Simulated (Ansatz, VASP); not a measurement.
**Mn in VASP and in Ansatz**

INCAR

```
SYSTEM = Mn
PREC = Accurate ; ENCUT = 600
EDIFF = 1E-6 ; ISMEAR = 0
SIGMA = 0.1 ; LREAL = .FALSE.
LASPH = .TRUE. ; NELM = 150
ALGO = Normal ; ISIF = 3
LWAVE = .FALSE. ; LCHARG = .FALSE.
ISPIN = 2 ; MAGMOM = 4.88
LORBIT = 11 ; LMAXMIX = 4
GGA = PE ; IVDW = 12
IBRION = 2 ; NSW = 80
EDIFFG = -0.01
```

Contents of KPOINTS:

```
regular mesh
0
G
  16 16 16
  0 0 0
```

The input POSCAR:

```
Mn
1.0
   -1.9597047412      1.9597047412      1.9597047412
    1.9597047412     -1.9597047412      1.9597047412
    1.9597047412      1.9597047412     -1.9597047412
Mn
1
Direct
    0.0000000000      0.0000000000      0.0000000000
```

Input for Ansatz:

```yaml
crystal:
  lattice:
    - [-1.9597047412, 1.9597047412, 1.9597047412]
    - [1.9597047412, -1.9597047412, 1.9597047412]
    - [1.9597047412, 1.9597047412, -1.9597047412]
  atoms:
    - { symbol: Mn, position: [0.0, 0.0, 0.0], spin: 4.88 }
basis:
  ecutwfc: 420
kpoints:
  mp_grid: { grid: [16, 16, 16] }
hamiltonian:
  xc: pbe
  dispersion: d3bj
scf:
  occupations: { method: gaussian, width: 0.1 }
output:
  forces: true
  stress: true
  eigenvalues: true
  populations: true
  write_density: true
  write_potential: true
  elf: true
  volumetric_format: npy
magnetization:
  spin_polarized: true
relax:
  adjacent_minimum: "off"
  f_tol: 0.01
  max_steps: 60
  cell: { stress_tol: 0.1 }
```

Alike in both runs: task relaxation of cell and atoms; functional PBE; dispersion D3(BJ); k mesh 16 × 16 × 16; occupations gaussian, width 0.1 eV; collinear spin.

|  | VASP | Ansatz |
| --- | --- | --- |
| version | VASP 6.6.1 | Ansatz 0.2.0 |
| potentials or method | VASP PAW PBE potentials, release 64 (Mn_pv), cutoff 600 eV | scalar-relativistic, plane waves, PAW |
| valence electrons in the cell | 13 | 15 |

VASP gave:

| Property | Result |
| --- | --- |
| gap on the k mesh at the Fermi level, each at its own relaxed structure (eV) | none |
| net moment per atom (μB) | 4.45 |
| size of the moment on the site where the two differ most (μB) | 4.23 |
| relaxed volume (Å³/atom) | 30.10 |
| relaxed length of the cell vector where the two differ most in proportion (Å) | 3.394 |

Task: Estimate Ansatz's values.

Result: gap on the k mesh at the Fermi level, each at its own relaxed structure (eV): none; net moment per atom (μB): 4.46; size of the moment on the site where the two differ most (μB): 4.43; relaxed volume (Å³/atom): 30.10; relaxed length of the cell vector where the two differ most in proportion (Å): 3.394.

Site moments also hang on the region over which each program counts them. A gap of «none» marks a metal or a gap that the smearing closes. VASP's potentials hold 13 valence electrons a cell and Ansatz's 15, so a difference there can come from the potentials and not from the codes. Ansatz's warnings: dispersion switch in reach, relaxed geometry near dispersion switch.

Noted on VASP's run: the relaxation stopped at its first step, so nothing moved.
